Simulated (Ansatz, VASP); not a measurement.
**Two plane-wave programs on CdS**

File POSCAR:

```
CdS
1.0
    0.0000000000      2.9392148400      2.9392148400
    2.9392148400      0.0000000000      2.9392148400
    2.9392148400      2.9392148400      0.0000000000
Cd S
1 1
Direct
    0.0000000000      0.0000000000      0.0000000000
    0.2500000000      0.2500000000      0.2500000000
```

INCAR.step1

```
SYSTEM = CdS
PREC = Accurate
ENCUT = 550
ISMEAR = 1
SIGMA = 0.05
LREAL = .FALSE.
LASPH = .TRUE.
NELM = 120
NBANDS = 16
GGA = PE
ALGO = Normal
EDIFF = 1E-5
LWAVE = .TRUE.
LCHARG = .FALSE.
GGA_COMPAT = .FALSE.
```

INCAR.step2

```
SYSTEM = CdS
PREC = Accurate
ENCUT = 550
EDIFF = 1E-6
ISMEAR = 1
SIGMA = 0.05
LREAL = .FALSE.
LASPH = .TRUE.
NELM = 120
ALGO = Normal
ISIF = 2
LWAVE = .FALSE.
LCHARG = .FALSE.
METAGGA = R2SCAN
LMIXTAU = .TRUE.
NBANDS = 16
ISTART = 1
GGA_COMPAT = .FALSE.
```

The input KPOINTS:

```
regular mesh
0
G
  6 6 6
  0 0 0
```

Input for Ansatz:

```yaml
crystal:
  lattice:
    - [0.0, 2.93921484, 2.93921484]
    - [2.93921484, 0.0, 2.93921484]
    - [2.93921484, 2.93921484, 0.0]
  atoms:
    - { symbol: Cd, position: [0.0, 0.0, 0.0] }
    - { symbol: S, position: [0.25, 0.25, 0.25] }
kpoints:
  mp_grid: { grid: [6, 6, 6] }
hamiltonian:
  xc: r2scan
scf:
  occupations: { method: methfessel_paxton, width: 0.05 }
  n_extra_bands: 4
output:
  forces: true
  stress: true
  eigenvalues: true
```

Alike in both runs: task single point; functional r2SCAN; k mesh 6 × 6 × 6; occupations methfessel-paxton of order 1, width 0.05 eV; no spin polarisation.

|  | VASP | Ansatz |
| --- | --- | --- |
| version | VASP 6.6.1 | Ansatz 0.2.0 |
| potentials or method | VASP PAW PBE potentials, release 64 (Cd, S) | plane waves |
| plane-wave cutoff (eV) | 550 | 500 |
| valence electrons in the cell | 18 | 26 |

Ansatz gave:

| Quantity | Value |
| --- | --- |
| gap on the k mesh at the Fermi level (eV) | 1.54 |
| pressure (GPa) | 0.0 |

Q: Estimate VASP's values.

A: gap on the k mesh at the Fermi level (eV): 1.54; pressure (GPa): 0.3.

VASP's potentials were made for PBE, not for r2SCAN. VASP's potentials hold 18 valence electrons a cell and Ansatz's 26, so a difference there can come from the potentials and not from the codes.
